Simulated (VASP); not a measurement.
A run of VASP 6.6.1:

Contents of INCAR:

```
ALGO     = Normal         # electronic algorithm
EDIFF    = 1E-6           # SCF threshold, eV
ENCUT    = 520            # plane-wave cutoff, eV
GGA      = PS             # functional
ISIF     = 2              # what is computed and relaxed
ISMEAR   = 0              # smearing method
LASPH    = True           # aspherical terms in the spheres
LCHARG   = True           # write CHGCAR
LELF     = True           # ELF
LREAL    = False          # projectors in reciprocal space
LVHAR    = True         
LWAVE    = False          # write WAVECAR
NBANDS   = 20             # bands
NELM     = 100            # most SCF steps
PREC     = Accurate       # precision mode
SIGMA    = 0.05           # smearing width, eV
```

File KPOINTS:

```
k-points
0
Gamma
  9 9 2
```

Contents of POSCAR:

```
WSe2
1.0
    3.1828977681      0.0000000000      0.0000000000
   -1.5914488840      2.7564703248      0.0000000000
    0.0000000000      0.0000000000     16.6611439352
W Se
1 2
Direct
    0.0000000000      0.0000000000     -0.0020625895
    0.3333333333      0.6666666667      0.1027998978
    0.3333333333      0.6666666667      0.9020016932
```

Potentials or basis: VASP PAW PBE potentials, release 64 (W_sv, Se).

The run is started by

```bash
$ cat potpaw_PBE.64/W_sv/POTCAR potpaw_PBE.64/Se/POTCAR > POTCAR
$ mpirun -np 1 vasp_std > vasp.out
```

Hardware: 1 thread of Intel(R) Xeon(R) Platinum 8259CL CPU @ 2.50GHz (Skylake/Cascade Lake), with other jobs on the host.

Question: Estimate the wall time of this run.

Answer: It took 120 s on 1 thread of Intel(R) Xeon(R) Platinum 8259CL CPU @ 2.50GHz (Skylake/Cascade Lake), on a shared host, peak memory 0.27 GiB. Counts: scf iterations 21, k points 24.
